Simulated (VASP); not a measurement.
A run of VASP 6.6.1 is set up as follows.

Contents of INCAR:

```
SYSTEM = Pb
  ALGO = Normal
  EDIFF = 1E-8
  ENCUT = 520
  ISIF = 2
  ISMEAR = -1
  LASPH = .True.
  LCHARG = .False.
  LEFG = .True.
  LREAL = .False.
  LWAVE = .False.
  NBANDS = 21
  NELM = 60
  PREC = Accurate
  SIGMA = 0.05
```

The input KPOINTS:

```
k-points
0
Gamma
  8 8 8
  0 0 0
```

Contents of POSCAR:

```
Pb
1.0
    0.1031700017      3.4905850563      3.4905850563
    3.4905850563      0.1031700017      3.4905850563
    3.4905850563      3.4905850563      0.1031700017
Pb
2
Direct
    0.0000000000      0.0000000000      0.0000000000
    0.2500000000      0.2500000000      0.2500000000
```

Potentials or basis: VASP PAW LDA potentials, release 64 (Pb_d).

The run is started by

```console
$ cat potpaw_LDA.64/Pb_d/POTCAR > POTCAR
$ mpirun -np 1 vasp_std > vasp.out
```

(1) Estimate the largest force.

(2) Estimate the band gap on the k mesh.

## Answers

(1) 0.288 eV/Å.

(2) zero (band 14 reaches 4.47 eV, above the bottom of band 15 at 3.27 eV).

Caveat: the cell differs from its parent crystal (equal xy, yz and zx shear strains of +3 %); without QUAD_EFG the Cq values of the log hold for a quadrupole moment of 1 mb, not for the nuclei; spin-orbit coupling is left out, which moves the levels of the heavy elements.
